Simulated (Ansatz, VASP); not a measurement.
Two plane-wave programs on PtC2

INCAR

```
PREC = Accurate ; ENCUT = 520
EDIFF = 1E-6 ; ISMEAR = 0
SIGMA = 0.1 ; LREAL = F
LASPH = T ; NELM = 60
ALGO = Normal ; ISIF = 2
LWAVE = F ; LCHARG = F
GGA = PE ; IVDW = 12
NBANDS = 16
```

The input KPOINTS:

```
regular mesh
0
Gamma
  6 6 6
```

POSCAR

```
PtC2
1.0
    1.8828700600      1.0870755400      5.9459833700
   -1.8828700600      1.0870755400      5.9459833700
    0.0000000000     -2.1741510700      5.9459833700
Pt C
1 2
Direct
    0.5000000000      0.5000000000      0.5000000000
    0.7463783500      0.7463783500      0.7463783500
    0.2536216500      0.2536216500      0.2536216500
```

Input for Ansatz:

```yaml
crystal:
  lattice:
    - [1.88287006, 1.08707554, 5.94598337]
    - [-1.88287006, 1.08707554, 5.94598337]
    - [0.0, -2.17415107, 5.94598337]
  atoms:
    - { symbol: Pt, position: [0.5, 0.5, 0.5] }
    - { symbol: C, position: [0.74637835, 0.74637835, 0.74637835] }
    - { symbol: C, position: [0.25362165, 0.25362165, 0.25362165] }
basis:
  ecutwfc: 420
kpoints:
  mp_grid: { grid: [6, 6, 6] }
hamiltonian:
  xc: pbe
  dispersion: d3bj
scf:
  occupations: { method: gaussian, width: 0.1 }
  lower_state_search: "off"
output:
  forces: true
  stress: true
  eigenvalues: true
```

Alike in both runs: task single point; functional PBE; dispersion D3(BJ); k mesh 6 × 6 × 6; occupations gaussian, width 0.1 eV; no spin polarisation.

```csv
,VASP,Ansatz
version,VASP 6.6.1,Ansatz 0.2.0
potentials or method,"VASP PAW PBE potentials, release 64 (Pt, C), cutoff 520 eV","scalar-relativistic, plane waves, PAW"
valence electrons in the cell,18,26
```

|  | VASP | Ansatz | Ansatz less VASP |
| --- | --- | --- | --- |
| gap on the k mesh at the Fermi level (eV) | none | none | - |
| pressure (GPa) | -24.6 | -24.6 | 0.00 |
| traceless stress, the component that is largest in VASP (GPa) | 0.49 | 0.49 | +0.003 |
| rms of the force components (eV/Å) | 1.343 | 1.347 | +0.0037 |

Atom by atom the forces differ by 0.004 eV/Å (rms over components). A gap of «none» marks a metal or a gap that the smearing closes. VASP's potentials hold 18 valence electrons a cell and Ansatz's 26, so a difference there can come from the potentials and not from the codes.

Spin-orbit coupling is off throughout.
